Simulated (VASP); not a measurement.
A run of VASP 6.6.1 is set up as follows.

The input INCAR:

```
SYSTEM = TiSe
PREC = Accurate
ENCUT = 520
EDIFF = 1E-7
ISMEAR = 0
SIGMA = 0.05
LREAL = .False.
LASPH = .True.
NELM = 150
ALGO = Normal
ISIF = 2
LWAVE = .False.
LCHARG = .True.
ISPIN = 2
MAGMOM = 0.86 0
LORBIT = 11
LMAXMIX = 4
GGA = PS
LELF = .True.
LVHAR = .True.
NBANDS = 20
```

The input KPOINTS:

```
regular mesh
0
Gamma
  10 10 10
  0 0 0
```

File POSCAR:

```
TiSe
1.0
    0.0000000000      2.8880891188      2.8880891188
    2.8880891188      0.0000000000      2.8880891188
    2.8880891188      2.8880891188      0.0000000000
Ti Se
1 1
Direct
    0.0000000000      0.0000000000      0.0000000000
    0.2500000000      0.2500000000      0.2500000000
```

Potentials or basis: VASP PAW PBE potentials, release 64 (Ti_sv, Se).

Command:

```bash
$ cat potpaw_PBE.64/Ti_sv/POTCAR potpaw_PBE.64/Se/POTCAR > POTCAR
$ mpirun -np 1 vasp_std > vasp.out
```

Question: What does it give for the pressure?

Answer: -2.3 GPa.

Question: What does it give for the net moment?

Answer: 1.11 μB per cell.

Question: What does it give for the site moments?

Answer: Ti +0.91; Se -0.03 μB.

Caveat: the PAW data sets were made with another functional, which shifts forces and pressure a little.
